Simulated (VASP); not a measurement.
# AlAs (F-43m) in VASP: notebook, part 2 of 2

VASP 6.6.1. Earlier steps stand in the parts before.

## 4. Single point, PBE

INCAR reads:

```
PREC     = Accurate       # precision mode
ENCUT    = 500            # plane-wave cutoff, eV
EDIFF    = 1E-6           # SCF threshold, eV
ISMEAR   = 0              # smearing method
SIGMA    = 0.01           # smearing width, eV
LREAL    = F              # projectors in reciprocal space
LASPH    = T              # aspherical terms in the spheres
NELM     = 120            # most SCF steps
ALGO     = Normal         # electronic algorithm
ISIF     = 2              # what is computed and relaxed
LWAVE    = F              # write WAVECAR
LCHARG   = F              # write CHGCAR
GGA      = PE             # functional
NBANDS   = 11             # bands
GGA_COMPAT= F
```

KPOINTS reads:

```
regular mesh
0
Gamma
  7 7 7
```

POSCAR reads:

```
AlAs
1.0
    0.0000000000      2.8379010000      2.8379010000
    2.8379010000      0.0000000000      2.8379010000
    2.8379010000      2.8379010000      0.0000000000
Al As
1 1
Direct
    0.0000000000      0.0000000000      0.0000000000
    0.7500000000      0.7500000000      0.7500000000
```

Potentials or basis: VASP PAW PBE potentials, release 64 (Al, As).

Launch:

```
cat potpaw_PBE.64/Al/POTCAR potpaw_PBE.64/As/POTCAR > POTCAR
mpirun -np 1 vasp_std > vasp.out
```

Wall time 6.4 s (1 thread of AMD EPYC 9R45 (Zen 5), shared host); peak memory 0.13 GiB.

The run converged. Its results:

```
Free energy            : -9.3762 eV
Pressure               : 2.2 GPa
Band gap on the k mesh : 1.56 eV, indirect (least direct gap 2.00 eV)
```

Levels at points of the mesh, in eV from the valence-band top:
```
           k point  band 1  band 2  band 3  band 4  band 5  band 6  band 7  band 8
(0.00, 0.00, 0.00)  -11.82    0.00    0.00    0.00    2.00    4.27    4.27    4.27
```

## 5. Single point, LDA

INCAR reads:

```
PREC     = Accurate       # precision mode
ENCUT    = 500            # plane-wave cutoff, eV
EDIFF    = 1E-6           # SCF threshold, eV
ISMEAR   = 0              # smearing method
SIGMA    = 0.01           # smearing width, eV
LREAL    = False          # projectors in reciprocal space
LASPH    = True           # aspherical terms in the spheres
NELM     = 120            # most SCF steps
ALGO     = Normal         # electronic algorithm
ISIF     = 2              # what is computed and relaxed
LWAVE    = False          # write WAVECAR
LCHARG   = False          # write CHGCAR
NBANDS   = 11             # bands
GGA_COMPAT= False
```

KPOINTS is that of step 4.

POSCAR is that of step 4.

Potentials or basis: VASP PAW LDA potentials, release 64 (Al, As).

Launch:

```
cat potpaw_LDA.64/Al/POTCAR potpaw_LDA.64/As/POTCAR > POTCAR
mpirun -np 1 vasp_std > vasp.out
```

It took 5.3 s on 1 thread of AMD EPYC 9R45 (Zen 5), shared host; peak memory 0.11 GiB.

It converged, with:

```
Free energy            : -10.5070 eV
Pressure               : -1.5 GPa
Band gap on the k mesh : 1.46 eV, indirect (least direct gap 1.82 eV)
```

Levels at points of the mesh, in eV from the valence-band top:
```csv
k point,band 1,band 2,band 3,band 4,band 5,band 6,band 7,band 8
"(0.00, 0.00, 0.00)",-11.85,0.00,0.00,0.00,1.82,4.23,4.23,4.23
```

A k mesh can miss the band edges. As with any semilocal functional, this LDA gap is likely too small.

## 6. Single point, LDA

INCAR reads:

```
PREC = Accurate
ENCUT = 500
EDIFF = 1E-6
ISMEAR = 0
SIGMA = 0.01
LREAL = F
LASPH = T
NELM = 120
ALGO = Normal
ISIF = 2
LWAVE = F
LCHARG = T
GGA = CA
LELF = T
LVHAR = T
NBANDS = 11
GGA_COMPAT = F
```

KPOINTS is that of step 5.

POSCAR is that of step 5.

Potentials or basis: VASP PAW LDA potentials, release 64 (Al, As).

Launch:

```
cat potpaw_LDA.64/Al/POTCAR potpaw_LDA.64/As/POTCAR > POTCAR
mpirun -np 1 vasp_std > vasp.out
```

OUTCAR:

```text
PREC = Accurate
   ENCUT = 500
   EDIFF = 1E-6
   ISMEAR = 0
   LREAL = F
   LASPH = T
   NELM = 120
   ISIF = 2
   GGA = CA

 ion  position               nearest neighbor table
   1  0.000  0.000  0.000-   2 2.46   2 2.46   2 2.46   2 2.46
   2  0.750  0.750  0.750-   1 2.46   1 2.46   1 2.46   1 2.46

  LATTYP: Found a face centered cubic cell.
 ALAT       =     5.6758020000

  Lattice vectors:

 A1 = (   0.0000000000,   2.8379010000,   2.8379010000)
 A2 = (   2.8379010000,   0.0000000000,   2.8379010000)
 A3 = (   2.8379010000,   2.8379010000,   0.0000000000)

Analysis of symmetry for initial positions (statically):
=====================================================================
 Subroutine PRICEL returns:
 Original cell was already a primitive cell.

 Routine SETGRP: Setting up the symmetry group for a
 face centered cubic supercell.

 Subroutine GETGRP returns: Found 24 space group operations
 (whereof 24 operations were pure point group operations)
 out of a pool of 48 trial point group operations.

The static configuration has the point symmetry T_d .

Analysis of symmetry for dynamics (positions and initial velocities):
=====================================================================
 Subroutine PRICEL returns:
 Original cell was already a primitive cell.

 Routine SETGRP: Setting up the symmetry group for a
 face centered cubic supercell.

 Subroutine GETGRP returns: Found 24 space group operations
 (whereof 24 operations were pure point group operations)
 out of a pool of 48 trial point group operations.

The dynamic configuration has the point symmetry T_d .

 Subroutine INISYM returns: Found 24 space group operations
 (whereof 24 operations are pure point group operations),
 and found     1 'primitive' translations

----------------------------------------------------------------------------------------

                                     Primitive cell

  volume of cell :      45.7111

  direct lattice vectors                    reciprocal lattice vectors
[... 111 lines left out ...]
   LEPSILON=     F    determine dielectric tensor
   LRPA    =     F    only Hartree local field effects (RPA)
 non-spin polarized calculation
 Gauss-broadening in eV      SIGMA  =   0.01
  energy-cutoff  :      500.00
  volume of cell :       45.71
 maximum number of plane-waves:      1211
 NGX is ok and might be reduce to    30
   NGX = 15   NGY = 15   NGZ = 15

 number of electron       8.0000000 magnetization

 Free energy of the ion-electron system (eV)
  ---------------------------------------------------
  ext. energy  EPLUGINS =         0.00000000
  ---------------------------------------------------
  free energy    TOTEN  =       -10.50697564 eV

  energy without entropy =      -10.50697564  energy(sigma->0) =      -10.50697564

 E-fermi :   3.8224     XC(G=0):  -9.2484

 val. band max:        3.7157579457   @ k =   0.0000   0.0000   0.0000
 cond. band min:       5.1753511739   @ k =   0.4286   0.4286   0.0000
 fundamental gap:      1.4595932281
 Fermi energy:         3.8224012339

 k-point     1 :       0.0000    0.0000    0.0000
  band No.  band energies     occupation
      1      -8.1346      2.00000
      2       3.7158      2.00000
      3       3.7158      2.00000
      4       3.7158      2.00000
      5       5.5358      0.00000
      6       7.9466      0.00000
      7       7.9466      0.00000
      8       7.9466      0.00000
      9      12.2970      0.00000
     10      12.7325      0.00000
     11      12.7325      0.00000
[... 253 lines left out ...]
 k-point    20 :      -0.2857    0.4286    0.1429
  band No.  band energies     occupation
      1      -6.2207      2.00000
      2      -1.3667      2.00000
      3       0.3382      2.00000
      4       1.4075      2.00000
      5       7.1392      0.00000
      6       9.1536      0.00000
      7       9.9223      0.00000
      8      10.4206      0.00000
      9      13.2085      0.00000
     10      14.5939      0.00000
     11      17.2196      0.00000

------------------------ aborting loop because EDIFF is reached ----------------------------------------

  FORCE on cell =-STRESS in cart. coord.  units (eV):
  Direction    XX          YY          ZZ          XY          YZ          ZX
  --------------------------------------------------------------------------------------
  -------------------------------------------------------------------------------------
  Total       -0.4173977     -0.4173977     -0.4173977     -0.0000000      0.0000000     -0.0000000
  in kB      -14.6298187    -14.6298187    -14.6298187     -0.0000000      0.0000000     -0.0000000
  external PRESSURE =     -14.6298187 kB  Pullay stress =       0.0000000 kB

 VOLUME and BASIS-vectors are now :
 -----------------------------------------------------------------------------
  energy-cutoff  :      500.00
  volume of cell :       45.71
      direct lattice vectors                 reciprocal lattice vectors
     0.000000000  2.837901000  2.837901000    -0.176186555  0.176186555  0.176186555
     2.837901000  0.000000000  2.837901000     0.176186555 -0.176186555  0.176186555
     2.837901000  2.837901000  0.000000000     0.176186555  0.176186555 -0.176186555

 POSITION                                       TOTAL-FORCE (eV/Angst)
 -----------------------------------------------------------------------------------
      0.00000      0.00000      0.00000         0.000000      0.000000      0.000000
      4.25685      4.25685      4.25685        -0.000000     -0.000000     -0.000000
 -----------------------------------------------------------------------------------
    total drift:                                0.000000      0.000000      0.000000

  FREE ENERGIE OF THE ION-ELECTRON SYSTEM (eV)
  ---------------------------------------------------
  free  energy   TOTEN  =       -10.5069756420 eV

  energy  without entropy=      -10.5069756420  energy(sigma->0) =      -10.50697564
```

OSZICAR:

```text
N       E                     dE             d eps       ncg     rms          rms(c)
DAV:   1     0.129909192740E+02    0.12991E+02   -0.28816E+03   440   0.526E+02
DAV:   2    -0.975411580868E+01   -0.22745E+02   -0.21216E+02   567   0.884E+01
DAV:   3    -0.108129481181E+02   -0.10588E+01   -0.10564E+01   536   0.189E+01
DAV:   4    -0.108213350446E+02   -0.83869E-02   -0.83865E-02   508   0.201E+00
DAV:   5    -0.108214486026E+02   -0.11356E-03   -0.11356E-03   562   0.233E-01    0.334E+00
DAV:   6    -0.105662391194E+02    0.25521E+00   -0.41775E-01   491   0.230E+00    0.188E+00
DAV:   7    -0.105106530777E+02    0.55586E-01   -0.18424E-01   519   0.162E+00    0.657E-01
DAV:   8    -0.105070100130E+02    0.36431E-02   -0.13299E-02   491   0.526E-01    0.920E-02
DAV:   9    -0.105069621468E+02    0.47866E-04   -0.81274E-04   503   0.141E-01    0.408E-02
DAV:  10    -0.105069735963E+02   -0.11449E-04   -0.30158E-05   497   0.293E-02    0.135E-02
DAV:  11    -0.105069761342E+02   -0.25379E-05   -0.66594E-06   503   0.119E-02    0.687E-03
DAV:  12    -0.105069756420E+02    0.49220E-06   -0.17877E-06   282   0.523E-03
   1 F= -.10506976E+02 E0= -.10506976E+02  d E =-.200313E-53
```

Run time: 5.6 s. Hardware: 1 thread of AMD EPYC 9R45 (Zen 5), shared host; peak memory 0.12 GiB.

What came out:

| Item | Value |
| --- | --- |
| Free energy | -10.5070 eV |
| Pressure | -1.5 GPa |
| Band gap on the k mesh | 1.46 eV, indirect (least direct gap 1.82 eV) |

A k mesh can miss the band edges.
